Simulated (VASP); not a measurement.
# Si2W (I4/mmm) in VASP: further runs

Si2W is run at these levels: PBE; tasks: single point.

Program: VASP 6.6.1. These are calculated values, not measurements. Logs are shortened: lines on timing, memory, paths and dates and some standing lists are left out, and cuts for length are marked.

**1. The cell of the first run**

The structure is tetragonal, space group I4/mmm (No. 139). Conventional cell: a = 3.214 Å, b = 3.214 Å, c = 7.595 Å, α = 90.00°, β = 90.00°, γ = 90.00°. Si (site symmetry 4mm) has 9 Si at 2.52 to 3.21 Å and 5 W at 2.54 to 2.60 Å within 3.3 Å. Within 3.3 Å of W (site symmetry 4/mmm) lie 10 Si at 2.54 to 2.60 Å and 4 W at 3.21 Å.

**2. Single point, PBE (z stretched by -3 %, then relaxed in part)**

File INCAR:

```
ALGO     = Normal         # electronic algorithm
EDIFF    = 1E-7           # SCF threshold, eV
ENCUT    = 520            # plane-wave cutoff, eV
GGA      = PE             # functional
ISIF     = 2              # what is computed and relaxed
ISMEAR   = -1             # smearing method
LASPH    = T              # aspherical terms in the spheres
LCHARG   = T              # write CHGCAR
LELF     = T              # ELF
LREAL    = F              # projectors in reciprocal space
LVHAR    = T            
LWAVE    = F              # write WAVECAR
NBANDS   = 18             # bands
NELM     = 60             # most SCF steps
PREC     = Accurate       # precision mode
SIGMA    = 0.05           # smearing width, eV
```

File KPOINTS:

```
k-points
0
Gamma
  20 20 20
```

File POSCAR:

```
Si2W
1.0
   -1.6069000000      1.6069000000      3.7975015000
    1.6069000000     -1.6069000000      3.7975015000
    1.6069000000      1.6069000000     -3.7975015000
Si W
2 1
Direct
    0.3340908256      0.3340908256      0.0000000000
    0.6659091744      0.6659091744      0.0000000000
    0.0000000000      0.0000000000      0.0000000000
```

Potentials or basis: VASP PAW PBE potentials, release 64 (Si, W_sv).

On the command line:

```sh
$ cat potpaw_PBE.64/Si/POTCAR potpaw_PBE.64/W_sv/POTCAR > POTCAR
$ mpirun -np 1 vasp_std > vasp.out
```

OUTCAR:

```text
EDIFF = 1E-7
   ENCUT = 520
   GGA = PE
   ISIF = 2
   ISMEAR = -1
   LASPH = T
   LREAL = F
   NELM = 60
   PREC = Accurate

 ion  position               nearest neighbor table
   1  0.334  0.334  0.000-   2 2.52   3 2.54   3 2.60   3 2.60   3 2.60   3 2.60   2 2.61   2 2.61
                             2 2.61   2 2.61
   2  0.666  0.666  0.000-   1 2.52   3 2.54   3 2.60   3 2.60   3 2.60   3 2.60   1 2.61   1 2.61
                             1 2.61   1 2.61
   3  0.000  0.000  0.000-   1 2.54   2 2.54   2 2.60   1 2.60   2 2.60   2 2.60   2 2.60   1 2.60
                             1 2.60   1 2.60

  LATTYP: Found a body centered tetragonal cell.
 ALAT       =     3.2138000000
 C/A-ratio  =     2.3632469351

  Lattice vectors:

 A1 = (  -1.6069000000,   1.6069000000,   3.7975015000)
 A2 = (   1.6069000000,  -1.6069000000,   3.7975015000)
 A3 = (   1.6069000000,   1.6069000000,  -3.7975015000)

Analysis of symmetry for initial positions (statically):
=====================================================================
 Subroutine PRICEL returns:
 Original cell was already a primitive cell.

 Routine SETGRP: Setting up the symmetry group for a
 body centered tetragonal supercell.

 Subroutine GETGRP returns: Found 16 space group operations
 (whereof 16 operations were pure point group operations)
 out of a pool of 16 trial point group operations.

The static configuration has the point symmetry D_4h.

Analysis of symmetry for dynamics (positions and initial velocities):
=====================================================================
 Subroutine PRICEL returns:
 Original cell was already a primitive cell.

 Routine SETGRP: Setting up the symmetry group for a
 body centered tetragonal supercell.

 Subroutine GETGRP returns: Found 16 space group operations
 (whereof 16 operations were pure point group operations)
 out of a pool of 16 trial point group operations.

The dynamic configuration has the point symmetry D_4h.

 Subroutine INISYM returns: Found 16 space group operations
 (whereof 16 operations are pure point group operations),
 and found     1 'primitive' translations

----------------------------------------------------------------------------------------

                                     Primitive cell

  volume of cell :      39.2225
[... 87 lines left out ...]
   LSORBIT =      F    spin-orbit coupling
   LASPH  =      T    aspherical Exc in radial PAW
   ENCUT  =  520.0 eV  38.22 Ry    6.18 a.u.   8.23  8.23  8.23*2*pi/ulx,y,z
   NELM   =     60;   NELMIN=  2; NELMDL= -5     # of ELM steps
   EDIFF  = 0.1E-06   stopping-criterion for ELM
   LREAL  =      F    real-space projection
   EDIFFG = 0.1E-05   stopping-criterion for IOM
   NSW    =      0    number of steps for IOM
   IBRION =     -1    ionic relax: 0-MD 1-quasi-New 2-CG
   NFREE  =      0    steps in history (QN), initial steepest desc. (CG)
   ISIF   =      2    stress and relaxation
   ISYM   =      2    0-nonsym 1-usesym 2-fastsym
   POTIM  = 0.5000    time-step for ionic-motion
   TEBEG  =    0.0;   TEEND  =   0.0 temperature during run
   PSTRESS=    0.0 pullay stress
   NELECT =      22.0000    total number of electrons
   NUPDOWN=      -1.0000    fix difference up-down
   EMIN   =  10.00;   EMAX   =-10.00  energy-range for DOS
   EFERMI =   0.00;   METHOD = LEGACY
   ISMEAR =    -1;   SIGMA  =   0.05  broadening in eV -4-tet -1-fermi 0-gaus
   EFERMI_NEDOS =   21; number of points for ismear=-14 and -15
   IALGO  =     38    algorithm
   IMIX   =      4    mixing-type and parameters
     AMIX     =   0.40;   BMIX     =  1.00
     AMIX_MAG =   1.60;   BMIX_MAG =  1.00
  volume/ion in A,a.u.               =      13.07        88.23
  Fermi-wavevector in a.u.,A,eV,Ry     =   1.350114  2.551346 24.800814  1.822808
  Thomas-Fermi vector in A             =   2.477645
   LORBIT       =      0    0 simple, 1 ext, 2 COOP (PROOUT), +10 PAW based schemes
   GGA     = PE    functional components
   LHFCALC =     F    Hartree Fock is set to
   AEXX    =    0.0000 exact exchange contribution
   IVDW    =     0    specifies the selected vdW correction
   LEPSILON=     F    determine dielectric tensor
   LRPA    =     F    only Hartree local field effects (RPA)
 non-spin polarized calculation
  energy-cutoff  :      520.00
  volume of cell :       39.22
 maximum number of plane-waves:      1072
 NGX is ok and might be reduce to    36
   NGX = 17   NGY = 17   NGZ = 17

 number of electron      22.0000000 magnetization

 Free energy of the ion-electron system (eV)
  ---------------------------------------------------
  ext. energy  EPLUGINS =         0.00000000
  ---------------------------------------------------
  free energy    TOTEN  =       -24.71274233 eV

  energy without entropy =      -24.71102972  energy(sigma->0) =      -24.71188602

 E-fermi :  12.3132     XC(G=0): -12.6705

 val. band max:       12.2972014952   @ k =  -0.4500   0.5000   0.3000
 cond. band min:      12.3266443849   @ k =  -0.4000  -0.4500   0.3500
 fundamental gap:      0.0294428898
 Fermi energy:        12.3131694140

 k-point     1 :       0.0000    0.0000    0.0000
  band No.  band energies     occupation
      1     -61.3927      2.00000
      2     -25.6714      2.00000
      3     -25.6714      2.00000
      4     -25.6678      2.00000
      5      -1.9360      2.00000
      6       5.4353      2.00000
[... 481 lines left out ...]
      5       0.2334      2.00000
      6       4.3255      2.00000
[... 10 lines left out ...]
     17      19.8755      0.00000
     18      20.9997      0.00000

 [... further k-points ...]

------------------------ aborting loop because EDIFF is reached ----------------------------------------

  FORCE on cell =-STRESS in cart. coord.  units (eV):
  Direction    XX          YY          ZZ          XY          YZ          ZX
  --------------------------------------------------------------------------------------
  -------------------------------------------------------------------------------------
  Total        1.5992515      1.5992515      5.5816556      0.0000000      0.0000000      0.0000000
  in kB       65.3268489     65.3268489    228.0016390      0.0000000      0.0000000      0.0000000
  external PRESSURE =     119.5517789 kB  Pullay stress =       0.0000000 kB

 VOLUME and BASIS-vectors are now :
 -----------------------------------------------------------------------------
  energy-cutoff  :      520.00
  volume of cell :       39.22
      direct lattice vectors                 reciprocal lattice vectors
    -1.606900000  1.606900000  3.797501500     0.000000000  0.311158131  0.131665517
     1.606900000 -1.606900000  3.797501500     0.311158131  0.000000000  0.131665517
     1.606900000  1.606900000 -3.797501500     0.311158131  0.311158131  0.000000000

 POSITION                                       TOTAL-FORCE (eV/Angst)
 -----------------------------------------------------------------------------------
      0.00000      0.00000      2.53742         0.000000      0.000000     -0.010055
      0.00000      0.00000      5.05758        -0.000000     -0.000000      0.010055
      0.00000      0.00000      0.00000         0.000000      0.000000      0.000000
 -----------------------------------------------------------------------------------
    total drift:                               -0.000000     -0.000000      0.000000

  FREE ENERGIE OF THE ION-ELECTRON SYSTEM (eV)
  ---------------------------------------------------
  free  energy   TOTEN  =       -24.7127423306 eV

  energy  without entropy=      -24.7110297169  energy(sigma->0) =      -24.71188602
```

stdout:

```text
POSCAR found type information on POSCAR SiW
 POSCAR found :  2 types and       3 ions
 scaLAPACK will be used
 LDA part: xc-table for (Slater+PW92), standard interpolation
 POSCAR, INCAR and KPOINTS ok, starting setup
 FFT: planning ... GRIDC
 FFT: planning ... GRID_SOFT
 FFT: planning ... GRID
 WAVECAR not read
 entering main loop
```

It took 5.5 min on 1 thread of AMD EPYC 9R45 (Zen 5), shared host; peak memory 0.51 GiB.

What came out:

| Item | Value |
| --- | --- |
| Free energy | -24.7127 eV |
| Pressure | 12.0 GPa |
| Largest force | 0.010 eV/Å |
| Band gap on the k mesh | zero (bands 11 and 12 overlap by 1.15 eV) |

Forces on the atoms (eV/Å):
```
Si   0.000  0.000 -0.010
Si   0.000  0.000  0.010
W    0.000  0.000  0.000
```

Stress tensor (GPa, compression positive):
```
 6.53  0.00  0.00
 0.00  6.53  0.00
 0.00  0.00 22.80
```

Levels at points of the mesh, in eV from the Fermi level:
| k point | band 8 | band 9 | band 10 | band 11 | band 12 | band 13 | band 14 | band 15 |
| --- | --- | --- | --- | --- | --- | --- | --- | --- |
| (0.00, 0.00, 0.00) | -3.21 | -3.01 | -3.01 | 0.54 | 2.84 | 2.86 | 3.03 | 3.03 |
| (0.50, 0.00, 0.00) | -4.80 | -2.96 | -2.73 | -0.49 | 2.72 | 2.74 | 4.43 | 4.99 |
| (0.50, 0.50, 0.00) | -5.42 | -5.13 | -3.08 | -1.72 | 3.03 | 3.22 | 3.30 | 4.46 |
| (0.50, 0.50, 0.50) | -2.69 | -0.99 | -0.99 | -0.40 | -0.40 | 0.77 | 5.25 | 5.55 |

Caveat: the cell differs from its parent crystal (z stretched by -3 %, then relaxed in part); the stress differs along the axes, from 7 to 23 GPa; spin-orbit coupling is left out, which moves the levels of the heavy elements.

**3. Single point, PBE**

This run uses another cell than the first one, of 13.48 Å³/atom.

File INCAR:

```
PREC = Accurate ; ENCUT = 520
EDIFF = 1E-6 ; ISMEAR = -1
SIGMA = 0.05 ; LREAL = F
LASPH = T ; NELM = 80
ALGO = Normal ; ISIF = 2
LWAVE = F ; LCHARG = F
GGA = PE ; NBANDS = 18
```

File KPOINTS:

```
regular mesh
0
Gamma
  20 20 20
```

File POSCAR:

```
Si2W
1.0
   -1.6069000000      1.6069000000      3.9149500000
    1.6069000000     -1.6069000000      3.9149500000
    1.6069000000      1.6069000000     -3.9149500000
Si W
2 1
Direct
    0.3343886318      0.3343886318      0.0000000000
    0.6656113682      0.6656113682      0.0000000000
    0.0000000000      0.0000000000      0.0000000000
```

Potentials or basis: VASP PAW PBE potentials, release 64 (Si, W_sv).

On the command line:

```sh
$ cat potpaw_PBE.64/Si/POTCAR potpaw_PBE.64/W_sv/POTCAR > POTCAR
$ mpirun -np 1 vasp_std > vasp.out
```

Wall time 4.6 min (1 thread of AMD EPYC 9R45 (Zen 5), shared host); peak memory 0.52 GiB.

Results (log left out):

```yaml
Free_energy: -24.8096 eV
Pressure: 3.3 GPa
Largest_force: 0.011 eV/Å
Band_gap_on_the_k_mesh: zero (bands 11 and 12 overlap by 1.31 eV)
```

Forces on the atoms (eV/Å):
```
Si   0.000  0.000 -0.011
Si   0.000  0.000  0.011
W    0.000  0.000  0.000
```

Stress tensor (GPa, compression positive):
```
3.19 0.00 0.00
0.00 3.19 0.00
0.00 0.00 3.52
```

Levels at points of the mesh, in eV from the Fermi level:
```csv
k point,band 9,band 10,band 11,band 12,band 13,band 14
"(0.00, 0.00, 0.00)",-2.84,-2.84,0.63,2.74,2.93,3.09
"(0.50, 0.00, 0.00)",-2.78,-2.75,-0.42,2.72,2.78,3.96
"(0.50, 0.50, 0.00)",-5.01,-3.24,-1.74,2.79,2.99,3.15
"(0.50, 0.50, 0.50)",-0.84,-0.84,-0.48,-0.48,0.81,4.51
```

Caveat: the cell stands under pressure; spin-orbit coupling is left out, which moves the levels of the heavy elements.

(Continued in part 2 of 2.)

The gap in the log of VASP goes by the Fermi energy; the results here count the filled bands.